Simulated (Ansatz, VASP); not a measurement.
## As in VASP and in Ansatz

```
As
1.0
     2.68910    0.00000    0.00000
     0.00000    2.68910    0.00000
     0.00000    0.00000    2.68910
As
1
Direct
  0.00000 0.00000 0.00000
```

Alike in both runs: functional PBEsol; k mesh 16 × 16 × 16; occupations gaussian, width 0.1 eV; no spin polarisation.

Ansatz relaxed the structure, and its values are those at the end. VASP's run is a single point on that final structure, the one shown.

```csv
,VASP,Ansatz
version,VASP 6.6.1,Ansatz 0.2.0
potentials or method,"VASP PAW PBE potentials, release 64 (As), cutoff 520 eV","scalar-relativistic, plane waves, PAW"
valence electrons in the cell,5,15
```

|  | VASP | Ansatz | Ansatz less VASP |
| --- | --- | --- | --- |
| gap on the k mesh at the Fermi level (eV) | none | none | - |
| pressure (GPa) | 0.3 | 0.0 | -0.34 |

VASP's potentials were made for PBE, not for PBEsol. A gap of «none» marks a metal or a gap that the smearing closes. VASP's potentials hold 5 valence electrons a cell and Ansatz's 15, so a difference there can come from the potentials and not from the codes.
